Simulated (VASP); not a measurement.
# Ta (Pm-3m) in VASP: notebook, part 2 of 3

VASP 6.6.1.

## Step 4: Relaxation of cell and atoms, PBE

This run uses another cell than the first one, of 19.90 Å³/atom, 1.078 times its volume.

INCAR

```
SYSTEM = Ta
PREC = Accurate
ENCUT = 600
EDIFF = 1E-6
ISMEAR = -1
SIGMA = 0.05
LREAL = .False.
LASPH = .True.
NELM = 100
ALGO = Normal
ISIF = 3
LWAVE = .False.
LCHARG = .False.
GGA = PE
IBRION = 2
NSW = 80
EDIFFG = -0.01
```

KPOINTS

```
regular mesh
0
Gamma
  17 17 17
  0 0 0
```

POSCAR

```
Ta
1.0
    2.7100000000      0.0000000000      0.0000000000
    0.0000000000      2.7100000000      0.0000000000
    0.0000000000      0.0000000000      2.7100000000
Ta
1
Direct
    0.0000000000      0.0000000000      0.0000000000
```

Potentials or basis: VASP PAW PBE potentials, release 64 (Ta_pv).

Command:

```console
$ cat potpaw_PBE.64/Ta_pv/POTCAR > POTCAR
$ mpirun -np 1 vasp_std > vasp.out
```

OUTCAR:

```text
SYSTEM = Ta
   PREC = Accurate
   ENCUT = 600
   EDIFF = 1E-6
   ISMEAR = -1
   LREAL = .False.
   LASPH = .True.
   NELM = 100
   ISIF = 3
   GGA = PE
   IBRION = 2
   NSW = 80
   EDIFFG = -0.01

 ion  position               nearest neighbor table
   1  0.000  0.000  0.000-

  LATTYP: Found a simple cubic cell.
 ALAT       =     2.7100000000

  Lattice vectors:

 A1 = (   2.7100000000,   0.0000000000,   0.0000000000)
 A2 = (   0.0000000000,   2.7100000000,   0.0000000000)
 A3 = (   0.0000000000,   0.0000000000,   2.7100000000)

Analysis of symmetry for initial positions (statically):
=====================================================================
 Subroutine PRICEL returns:
 Original cell was already a primitive cell.

 Routine SETGRP: Setting up the symmetry group for a
 simple cubic supercell.

 Subroutine GETGRP returns: Found 48 space group operations
 (whereof 48 operations were pure point group operations)
 out of a pool of 48 trial point group operations.

The static configuration has the point symmetry O_h .

Analysis of symmetry for dynamics (positions and initial velocities):
=====================================================================
 Subroutine PRICEL returns:
 Original cell was already a primitive cell.

 Routine SETGRP: Setting up the symmetry group for a
 simple cubic supercell.

 Subroutine GETGRP returns: Found 48 space group operations
 (whereof 48 operations were pure point group operations)
 out of a pool of 48 trial point group operations.

The dynamic configuration has the point symmetry O_h .

 Subroutine INISYM returns: Found 48 space group operations
 (whereof 48 operations are pure point group operations),
 and found     1 'primitive' translations

----------------------------------------------------------------------------------------

                                     Primitive cell

  volume of cell :      19.9025

  direct lattice vectors                    reciprocal lattice vectors
     2.710000000  0.000000000  0.000000000     0.369003690  0.000000000  0.000000000
     0.000000000  2.710000000  0.000000000     0.000000000  0.369003690  0.000000000
     0.000000000  0.000000000  2.710000000     0.000000000  0.000000000  0.369003690

  length of vectors
     2.710000000  2.710000000  2.710000000     0.369003690  0.369003690  0.369003690

  position of ions in fractional coordinates (direct lattice)
     0.000000000  0.000000000  0.000000000

  ion indices of the primitive-cell ions
   primitive index   ion index
                 1           1

----------------------------------------------------------------------------------------

 KPOINTS: regular mesh

Automatic generation of k-mesh.
 Grid dimensions read from file:
 generate k-points for:   17   17   17

 Generating k-lattice:

[... 21 lines left out ...]
  0.176471  0.000000  0.000000      6.000000
  0.235294  0.000000  0.000000      6.000000
  0.294118  0.000000  0.000000      6.000000
[... 16 lines left out ...]
  0.411765  0.117647  0.000000     24.000000
  0.470588  0.117647  0.000000     24.000000
 [... further k-points ...]
   k-points           NKPTS =    165   k-points in BZ     NKDIM =    165   number of bands    NBANDS=      9
   number of dos      NEDOS =    301   number of ions     NIONS =      1
   total plane-waves  NPLWV =  13824
   dimension x,y,z NGX =    24 NGY =   24 NGZ =   24
   dimension x,y,z NGXF=    48 NGYF=   48 NGZF=   48
   ions per type =               1
   NGX,Y,Z   is equivalent  to a cutoff of  14.72, 14.72, 14.72 a.u.
   NGXF,Y,Z  is equivalent  to a cutoff of  29.45, 29.45, 29.45 a.u.
 SYSTEM =  Ta
   PREC   = accura    normal or accurate (medium, high low for compatibility)
   ISTART =      0    job   : 0-new  1-cont  2-samecut
   ICHARG =      2    charge: 1-file 2-atom 10-const
   ISPIN  =      1    spin polarized calculation?
   LNONCOLLINEAR =      F non collinear calculations
   LSORBIT =      F    spin-orbit coupling
   LASPH  =      T    aspherical Exc in radial PAW
   ENCUT  =  600.0 eV  44.10 Ry    6.64 a.u.   5.41  5.41  5.41*2*pi/ulx,y,z
   NELM   =    100;   NELMIN=  2; NELMDL= -5     # of ELM steps
   EDIFF  = 0.1E-05   stopping-criterion for ELM
   LREAL  =      F    real-space projection
   EDIFFG = -.1E-01   stopping-criterion for IOM
   NSW    =     80    number of steps for IOM
   IBRION =      2    ionic relax: 0-MD 1-quasi-New 2-CG
   NFREE  =      1    steps in history (QN), initial steepest desc. (CG)
   ISIF   =      3    stress and relaxation
   ISYM   =      2    0-nonsym 1-usesym 2-fastsym
   POTIM  = 0.5000    time-step for ionic-motion
   TEBEG  =    0.0;   TEEND  =   0.0 temperature during run
   PSTRESS=    0.0 pullay stress
   NELECT =      11.0000    total number of electrons
   NUPDOWN=      -1.0000    fix difference up-down
   EMIN   =  10.00;   EMAX   =-10.00  energy-range for DOS
   EFERMI =   0.00;   METHOD = LEGACY
   ISMEAR =    -1;   SIGMA  =   0.05  broadening in eV -4-tet -1-fermi 0-gaus
   EFERMI_NEDOS =   21; number of points for ismear=-14 and -15
   IALGO  =     38    algorithm
   IMIX   =      4    mixing-type and parameters
     AMIX     =   0.40;   BMIX     =  1.00
     AMIX_MAG =   1.60;   BMIX_MAG =  1.00
  volume/ion in A,a.u.               =      19.90       134.31
  Fermi-wavevector in a.u.,A,eV,Ry     =   1.343496  2.538840 24.558271  1.804982
  Thomas-Fermi vector in A             =   2.471565
   LORBIT       =      0    0 simple, 1 ext, 2 COOP (PROOUT), +10 PAW based schemes
   GGA     = PE    functional components
   LHFCALC =     F    Hartree Fock is set to
   AEXX    =    0.0000 exact exchange contribution
   IVDW    =     0    specifies the selected vdW correction
   LEPSILON=     F    determine dielectric tensor
   LRPA    =     F    only Hartree local field effects (RPA)
 conjugate gradient relaxation of ions
 non-spin polarized calculation
  energy-cutoff  :      600.00
  volume of cell :       19.90
 maximum number of plane-waves:       691
 NGX is ok and might be reduce to    24
   NGX = 11   NGY = 11   NGZ = 11

--------------------------------------- Ionic step        1  -------------------------------------------

 number of electron      10.9999998 magnetization

 Free energy of the ion-electron system (eV)
  ---------------------------------------------------
  ext. energy  EPLUGINS =         0.00000000
  ---------------------------------------------------
  free energy    TOTEN  =       -10.69477521 eV

  energy without entropy =      -10.68792764  energy(sigma->0) =      -10.69135143

------------------------ aborting loop because EDIFF is reached ----------------------------------------

  FORCE on cell =-STRESS in cart. coord.  units (eV):
  Direction    XX          YY          ZZ          XY          YZ          ZX
  --------------------------------------------------------------------------------------
  -------------------------------------------------------------------------------------
  Total        0.7173273      0.7173273      0.7173273      0.0000000      0.0000000      0.0000000
  in kB       57.7457553     57.7457553     57.7457553      0.0000000      0.0000000      0.0000000
  external PRESSURE =      57.7457553 kB  Pullay stress =       0.0000000 kB
[... 92 lines left out ...]
--------------------------------------- Ionic step        4  -------------------------------------------

 number of electron      10.9999999 magnetization

 Free energy of the ion-electron system (eV)
  ---------------------------------------------------
  ext. energy  EPLUGINS =         0.00000000
  ---------------------------------------------------
  free energy    TOTEN  =       -10.70784492 eV

  energy without entropy =      -10.70067705  energy(sigma->0) =      -10.70426098

 E-fermi :   4.4155     XC(G=0): -11.8149

 val. band max:        4.4022852300   @ k =   0.4706   0.4118   0.1765
 cond. band min:       4.4287935929   @ k =   0.4118   0.3529   0.2353
 fundamental gap:      0.0265083629
 Fermi energy:         4.4154733246

 k-point     1 :       0.0000    0.0000    0.0000
  band No.  band energies     occupation
      1     -28.9786      2.00000
      2     -28.9786      2.00000
      3     -28.9786      2.00000
      4      -2.7966      2.00000
      5       1.8656      2.00000
      6       1.8656      2.00000
      7      10.5606      0.00000
      8      10.5606      0.00000
      9      10.5606      0.00000
[... 265 lines left out ...]
 k-point    24 :       0.4706    0.1176    0.0000
  band No.  band energies     occupation
      1     -30.1194      2.00000
      2     -29.0292      2.00000
      3     -28.8604      2.00000
      4       1.1010      2.00000
      5       3.2137      2.00000
      6       3.6370      2.00000
      7       6.9741      0.00000
      8       7.4324      0.00000
      9      10.3759      0.00000

 [... further k-points ...]
[... 5 lines left out ...]
  --------------------------------------------------------------------------------------
  -------------------------------------------------------------------------------------
  Total       -0.0009120     -0.0009120     -0.0009120     -0.0000000     -0.0000000     -0.0000000
  in kB       -0.0707571     -0.0707571     -0.0707571     -0.0000000     -0.0000000     -0.0000000
  external PRESSURE =      -0.0707571 kB  Pullay stress =       0.0000000 kB
[... 16 lines left out ...]
  FREE ENERGIE OF THE ION-ELECTRON SYSTEM (eV)
  ---------------------------------------------------
  free  energy   TOTEN  =       -10.7078449167 eV

  energy  without entropy=      -10.7006770467  energy(sigma->0) =      -10.70426098

 reached required accuracy - stopping structural energy minimisation
```

Wall time 30 s (1 thread of Intel Xeon 6975P-C, shared host); peak memory 0.18 GiB.

Results:

| Item | Value |
| --- | --- |
| Free energy | -10.7078 eV |
| Relaxed volume | 20.65 Å³/atom |
| Relaxed cell | a = 2.744 Å, b = 2.744 Å, c = 2.744 Å, α = 90.00°, β = 90.00°, γ = 90.00° |
| Space group after relaxing (to 0.05 Å) | Pm-3m (No. 221) |
| Energy gained by relaxing | 13.1 meV/atom |
| Ionic steps | 4 |
| Pressure after relaxing | 0.0 GPa |

Step by step:
| step | energy change (eV) | largest force (eV/Å) | pressure (GPa) | volume (Å³) |
| --- | --- | --- | --- | --- |
| 1 | 0.0000 | 0.0000 | 5.77 | 19.90 |
| 2 | 0.0249 | 0.0000 | -8.31 | 22.04 |
| 3 | -0.0131 | 0.0000 | -0.10 | 20.67 |
| 4 | -0.0131 | 0.0000 | -0.01 | 20.65 |

Final structure:
```
CELL_PARAMETERS angstrom
2.74357 0.00000 0.00000
0.00000 2.74357 0.00000
0.00000 0.00000 2.74357
ATOMIC_POSITIONS crystal
Ta 0.00000 0.00000 0.00000
```

Caveat: spin-orbit coupling is left out, which moves the levels of the heavy elements.

## Step 5: Relaxation of cell and atoms, PBE, target pressure 20 GPa, at which the enthalpy is minimised

This run uses another cell than the first one, of 19.90 Å³/atom, 1.078 times its volume.

INCAR

```
SYSTEM = Ta
PREC     = Accurate       ! precision mode
ENCUT    = 600            ! plane-wave cutoff, eV
EDIFF    = 1E-6           ! SCF threshold, eV
ISMEAR   = -1             ! smearing method
SIGMA    = 0.05           ! smearing width, eV
LREAL    = .False.        ! projectors in reciprocal space
LASPH    = .True.         ! aspherical terms in the spheres
NELM     = 100            ! most SCF steps
ALGO     = Normal         ! electronic algorithm
ISIF     = 3              ! what is computed and relaxed
LWAVE    = .False.        ! write WAVECAR
LCHARG   = .False.        ! write CHGCAR
GGA      = PE             ! functional
IBRION   = 2              ! ionic algorithm
NSW      = 80             ! ionic steps
EDIFFG   = -0.01          ! ionic threshold
PSTRESS  = 200.0
```

KPOINTS

```
Automatic mesh
0
Gamma
  17 17 17
  0 0 0
```

POSCAR is that of step 4.

Command:

```console
$ cat potpaw_PBE.64/Ta_pv/POTCAR > POTCAR
$ mpirun -np 1 vasp_std > vasp.out
```

It took 52 s on 1 thread of Intel Xeon 6975P-C, shared host; peak memory 0.18 GiB.

Results (log left out):

```
Free energy                                            : -10.5847 eV
Relaxed volume                                         : 18.49 Å³/atom
Relaxed cell                                           : a = 2.644 Å, b = 2.644 Å, c = 2.644 Å, α = 90.00°, β = 90.00°, γ = 90.00°
Space group after relaxing (to 0.05 Å)                 : Pm-3m (No. 221)
Energy change on relaxing (the enthalpy is what falls) : +110.0 meV/atom
Ionic steps                                            : 7
Pressure after relaxing                                : 20.0 GPa
```

The path:
```csv
step,energy change (eV),largest force (eV/Å),pressure (GPa),volume (Å³)
1,0.0000,0.0000,5.77,19.90
2,1.0438,0.0000,80.12,15.23
3,0.0974,0.0000,18.78,18.59
4,0.1078,0.0000,19.79,18.51
5,0.1112,0.0000,20.12,18.48
6,0.1071,0.0000,19.77,18.51
7,0.1100,0.0000,20.02,18.49
```

Final structure:
```
Ta
1.0
     2.64429    0.00000    0.00000
     0.00000    2.64429    0.00000
     0.00000    0.00000    2.64429
Ta
1
Cartesian
  0.0000 0.0000 2.6443
```

Levels at points of the mesh, in eV from the Fermi level:
| k point | band 3 | band 4 | band 5 | band 6 | band 7 | band 8 | band 9 |
| --- | --- | --- | --- | --- | --- | --- | --- |
| (0.00, 0.00, 0.00) | -33.04 | -7.63 | -2.98 | -2.98 | 6.99 | 6.99 | 6.99 |

Caveat: the cell is relaxed towards a set pressure, so the enthalpy falls and the energy may rise; spin-orbit coupling is left out, which moves the levels of the heavy elements.

## Step 6: Relaxation of cell and atoms, PBE, target pressure 40 GPa, at which the enthalpy is minimised

This run uses another cell than the first one, of 19.90 Å³/atom, 1.078 times its volume.

INCAR

```
PREC     = Accurate       # precision mode
ENCUT    = 600            # plane-wave cutoff, eV
EDIFF    = 1E-6           # SCF threshold, eV
ISMEAR   = -1             # smearing method
SIGMA    = 0.05           # smearing width, eV
LREAL    = F              # projectors in reciprocal space
LASPH    = T              # aspherical terms in the spheres
NELM     = 60             # most SCF steps
ALGO     = Normal         # electronic algorithm
ISIF     = 3              # what is computed and relaxed
LWAVE    = F              # write WAVECAR
LCHARG   = F              # write CHGCAR
GGA      = PE             # functional
IBRION   = 2              # ionic algorithm
NSW      = 80             # ionic steps
EDIFFG   = -0.01          # ionic threshold
PSTRESS  = 400.0
```

KPOINTS

```
regular mesh
0
Gamma
  17 17 17
```

POSCAR is that of step 5.

Potentials or basis: VASP PAW PBE potentials, release 64 (Ta_pv).

Command:

```console
$ cat potpaw_PBE.64/Ta_pv/POTCAR > POTCAR
$ mpirun -np 1 vasp_std > vasp.out
```

Wall time 47 s (1 thread of Intel Xeon 6975P-C, shared host); peak memory 0.19 GiB.

The run converged. Its results:

| Item | Value |
| --- | --- |
| Free energy | -10.3280 eV |
| Relaxed volume | 17.09 Å³/atom |
| Relaxed cell | a = 2.576 Å, b = 2.576 Å, c = 2.576 Å, α = 90.00°, β = 90.00°, γ = 90.00° |
| Space group after relaxing (to 0.05 Å) | Pm-3m (No. 221) |
| Energy change on relaxing (the enthalpy is what falls) | +366.8 meV/atom |
| Ionic steps | 5 |
| Pressure after relaxing | 40.0 GPa |

Step by step:
```csv
step,energy change (eV),largest force (eV/Å),pressure (GPa),volume (Å³)
1,0.0000,0.0000,5.77,19.90
2,8.0742,0.0000,454.29,10.00
3,0.2493,0.0000,31.61,17.62
4,0.3154,0.0000,36.46,17.31
5,0.3668,0.0000,40.00,17.09
```

Final structure:
```xyz
1
Lattice="2.5759 0.0000 0.0000 0.0000 2.5759 0.0000 0.0000 0.0000 2.5759" Properties=species:S:1:pos:R:3 pbc="T T T"
Ta    0.0000    0.0000    0.0000
```

Levels at points of the mesh, in eV from the Fermi level:
```tsv
k point	band 2	band 3	band 4	band 5	band 6	band 7	band 8	band 9
(0.00, 0.00, 0.00)	-32.81	-32.81	-7.93	-3.36	-3.36	7.61	7.61	7.61
```

Caveat: the cell is relaxed towards a set pressure, so the enthalpy falls and the energy may rise; spin-orbit coupling is left out, which moves the levels of the heavy elements.

[end of part 2 of 3]
